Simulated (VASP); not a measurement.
Here is a VASP 6.6.1 calculation.

Contents of INCAR:

```
PREC = Accurate
ENCUT = 520
EDIFF = 1E-7
ISMEAR = 0
SIGMA = 0.05
LREAL = False
LASPH = True
NELM = 60
ALGO = Normal
ISIF = 2
LWAVE = False
LCHARG = False
GGA = PE
NBANDS = 36
```

Contents of KPOINTS:

```
regular mesh
0
Gamma
  5 7 3
```

POSCAR

```
Si
1.0
    5.4695214896      0.0000000000      0.0000000000
    0.0000000000      2.7347607448     -2.7347607448
    0.6836901862      9.2298175138      7.1787469552
Si
12
Direct
    0.4687520833     -0.0937437500      0.2499833333
   -0.0520812500      0.3437562500      0.4166500000
    0.4270854167     -0.2187437500      0.5833166667
   -0.0937479167      0.2187562500      0.7499833333
    0.3854187500     -0.3437437500      0.9166500000
   -0.0104145833      0.4687562500      0.0833166667
    0.6979187500     -0.1562437500      0.4166500000
    0.1770854167      0.2812562500      0.5833166667
    0.6562520833     -0.2812437500      0.7499833333
    0.1354187500      0.1562562500      0.9166500000
    0.7395854167     -0.0312437500      0.0833166667
    0.2187520833      0.4062562500      0.2499833333
```

Potentials or basis: VASP PAW PBE potentials, release 64 (Si).

Run with:

```bash
$ cat potpaw_PBE.64/Si/POTCAR > POTCAR
$ mpirun -np 1 vasp_std > vasp.out
```

Predict the band gap on the k mesh.

zero (bands 24 and 25 overlap by 0.95 eV).

Estimate the pressure.

-0.8 GPa.

Predict the largest force.

1.018 eV/Å.

Stress tensor (GPa, compression positive):
```
 0.79 -0.54 -1.60
-0.54 -4.49  0.72
-1.60  0.72  1.38
```

Caveat: forces of over 1 eV/Å act on the atoms, so gaps and moduli don't describe the material at rest.
